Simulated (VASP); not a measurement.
Here is a VASP 6.6.1 calculation.

File INCAR:

```
PREC = Accurate ; ENCUT = 600
EDIFF = 1E-6 ; ISMEAR = 0
SIGMA = 0.1 ; LREAL = False
LASPH = True ; NELM = 60
ALGO = Normal ; ISIF = 3
LWAVE = False ; LCHARG = False
GGA = PE ; IBRION = 2
NSW = 70 ; EDIFFG = -0.008
PSTRESS = 120.0
```

File KPOINTS:

```
Automatic mesh
0
Gamma
  6 6 6
```

File POSCAR:

```
CsSnI3
1.0
    5.7736498102      0.0000000000      0.0000000000
    0.0000000000      5.7736498102      0.0000000000
    0.0000000000      0.0000000000      5.7736498102
Cs Sn I
1 1 3
Direct
    0.0000000000      0.0000000000      0.0000000000
    0.5000000000      0.5000000000      0.5000000000
    0.0000000000      0.5000000000      0.5000000000
    0.5000000000      0.0000000000      0.5000000000
    0.5000000000      0.5000000000      0.0000000000
```

Potentials or basis: VASP PAW PBE potentials, release 64 (Cs_sv, Sn_d, I).

The run is started by

```sh
$ cat potpaw_PBE.64/Cs_sv/POTCAR potpaw_PBE.64/Sn_d/POTCAR potpaw_PBE.64/I/POTCAR > POTCAR
$ mpirun -np 1 vasp_std > vasp.out
```

Predict the relaxed cell.

a = 5.596 Å, b = 5.596 Å, c = 5.596 Å, α = 90.00°, β = 90.00°, γ = 90.00°.

Predict the relaxed volume.

35.05 Å³/atom.

Predict the space group after relaxing (to 0.1 Å).

Pm-3m (No. 221).

Predict the band gap on the k mesh.

zero (bands 22 and 23 overlap by 0.04 eV).

Final structure:
```xyz
5
Lattice="5.5960 0.0000 0.0000 0.0000 5.5960 0.0000 0.0000 0.0000 5.5960" Properties=species:S:1:pos:R:3 pbc="T T T"
Cs    0.0000    0.0000    0.0000
Sn    2.7980    2.7980    2.7980
I     0.0000    2.7980    2.7980
I     2.7980    0.0000    2.7980
I     2.7980    2.7980    0.0000
```

Caveat: the cell is relaxed towards a set pressure, so the run minimises the enthalpy, not the energy; semilocal functionals underestimate gaps, and a narrow one can read as zero; spin-orbit coupling is left out, which moves the levels of the heavy elements.
